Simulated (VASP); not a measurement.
Crystal: Fe.

```xyz
1
Lattice="-1.5196 1.4158 1.3828 1.5196 -1.4158 1.3828 1.5196 1.4158 -1.3828" Properties=species:S:1:pos:R:3 pbc="T T T"
Fe    0.0000    0.0000    0.0000
```

This cell differs from its parent crystal: normal strain along x +0.0733, normal strain along z -0.0233.

Base run:

* Program: VASP 6.6.1
* Functional: PBE
* Potentials or basis: VASP PAW PBE potentials, release 64 (Fe_sv)
* Cutoff: 600 eV
* k mesh: 10 × 10 × 10
* Occupations: gaussian, width 0.15 eV
* Spin: collinear spin, ferromagnetic start
* Starting moments: [2.44] μB

Its results: pressure -11.2 GPa; net moment 2.24 μB per cell; site moments Fe +2.25 μB.

Task: The run is repeated on the same cell with these changes: potentials or basis from VASP PAW PBE potentials, release 64 (Fe_sv) to VASP PAW PBE potentials, release 64 (Fe); cutoff from 600 eV to 520 eV; further incar settings from ALGO = Normal; EDIFF = 1e-06; NBANDS = 18 to ALGO = Fast; EDIFF = 1e-06; NBANDS = 14; valence electrons from 16 to 8. What comes out?

Result: Pressure -7.6 GPa; net moment 2.26 μB per cell; site moments Fe +2.27 μB.
